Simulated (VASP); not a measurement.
Runs of VASP 6.6.1 on LiF (zincblende type). The structure is that of space group F-43m (No. 216), or close to it. The cells are those of the table. 

| task | level | potentials or basis | cell | k mesh for the DOS | occupations for the DOS | gap on the mesh (eV) |
| --- | --- | --- | --- | --- | --- | --- |
| single point | PBE | VASP PAW PBE potentials, release 64 (Li_sv, F) | a = 3.045 Å, angles 60.0°, 2 atoms | - | - | 7.85 |
| electric field gradients | PBE | VASP PAW PBE potentials, release 64 (Li_sv, F) | a = 3.127 Å, angles 60.0°, 2 atoms | - | - | (a) |
| single point | PBE | VASP PAW PBE potentials, release 64 (Li_sv, F) | a = 3.087 Å, angles 60.0°, 2 atoms | - | - | 7.64 |
| electric field gradients | PBE | VASP PAW PBE potentials, release 64 (Li_sv, F) | a = 3.087 Å, angles 60.0°, 2 atoms | - | - | 7.64 |
| electric field gradients | LDA | VASP PAW LDA potentials, release 64 (Li_sv, F) | a = 3.087 Å, angles 60.0°, 2 atoms | - | - | 7.32 |
| single point | LDA | VASP PAW LDA potentials, release 64 (Li_sv, F) | a = 3.087 Å, angles 60.0°, 2 atoms | - | - | 7.32 |
| electric field gradients | PBE | VASP PAW PBE potentials, release 64 (Li_sv, F) | a = 3.107 Å, angles 60.0°, 2 atoms | - | - | 7.53 |

Alike in all rows: no spin polarisation; k mesh 16 × 16 × 16; cutoff (eV) 520; smearing fermi-dirac 0.03 eV.

Problem. Fill in the values left out.

Solution. (a) 7.43.

A k mesh can miss the band edges.
